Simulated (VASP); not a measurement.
A run of VASP 6.6.1 is set up as follows.

File INCAR:

```
SYSTEM = PtSe2
PREC     = Accurate       ! precision mode
ENCUT    = 520            ! plane-wave cutoff, eV
EDIFF    = 1E-6           ! SCF threshold, eV
ISMEAR   = 1              ! smearing method
SIGMA    = 0.15           ! smearing width, eV
LREAL    = .False.        ! projectors in reciprocal space
LASPH    = .True.         ! aspherical terms in the spheres
NELM     = 80             ! most SCF steps
ALGO     = Normal         ! electronic algorithm
ISIF     = 2              ! what is computed and relaxed
LWAVE    = .False.        ! write WAVECAR
LCHARG   = .False.        ! write CHGCAR
GGA      = PE             ! functional
NBANDS   = 18             ! bands
```

The input KPOINTS:

```
regular mesh
0
Gamma
  9 9 6
  0 0 0
```

File POSCAR:

```
PtSe2
1.0
    3.7240000000      0.0000000000      0.0000000000
   -1.8620000000      3.2250790000      0.0000000000
    0.0000000000      0.0000000000      5.0620000000
Pt Se
1 2
Direct
    0.0000000000      0.0000000000      0.0000000000
    0.3333333333      0.6666666667      0.2500000000
    0.6666666667      0.3333333333      0.7500000000
```

Potentials or basis: VASP PAW PBE potentials, release 64 (Pt, Se).

The run is started by

```sh
$ cat potpaw_PBE.64/Pt/POTCAR potpaw_PBE.64/Se/POTCAR > POTCAR
$ mpirun -np 1 vasp_std > vasp.out
```

Problem. Predict the largest force.

Solution. 0.580 eV/Å.

Problem. What does it give for the pressure?

Solution. 7.3 GPa.

Problem. Estimate the band gap on the k mesh.

Solution. Zero (band 11 reaches 6.94 eV, above the bottom of band 12 at 6.56 eV).

Stress tensor (GPa, compression positive):
```
7.95 0.00 0.00
0.00 7.95 0.00
0.00 0.00 6.02
```

Caveat: spin-orbit coupling is left out, which moves the levels of the heavy elements.
